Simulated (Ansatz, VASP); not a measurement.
**CdS: VASP beside Ansatz**

```
Cd S
1.0
     3.52892    0.00000    0.00000
     0.00000    5.54365    0.00000
     0.00000    0.00000    7.38875
Cd S
2 2
Direct
  0.50000 0.00000 0.17986
  0.50000 0.00000 0.82014
  0.50000 0.80559 0.50000
  0.50000 0.19441 0.50000
```

Alike in both runs: functional PBE; k mesh 6 × 4 × 4; occupations gaussian, width 0.1 eV; no spin polarisation.

Ansatz relaxed the structure, and its values are those at the end. VASP's run is a single point on that final structure, the one shown.

```csv
,VASP,Ansatz
version,VASP 6.6.1,Ansatz 0.2.0
potentials or method,"VASP PAW PBE potentials, release 64 (Cd, S), cutoff 520 eV","scalar-relativistic, plane waves, PAW"
valence electrons in the cell,36,52
```

VASP gave:

```
gap on the k mesh at the Fermi level (eV) : none
pressure (GPa)                            : 0.2
rms of the force components (eV/Å)        : 0.018
```

Task: What did Ansatz give for the same quantities?

Result: gap on the k mesh at the Fermi level (eV): none; pressure (GPa): 0.1; rms of the force components (eV/Å): 0.005.

A gap of «none» marks a metal or a gap that the smearing closes. The functional is the same, so the differences come from potentials, cutoffs and numerics. VASP's potentials hold 36 valence electrons a cell and Ansatz's 52, so a difference there can come from the potentials and not from the codes.
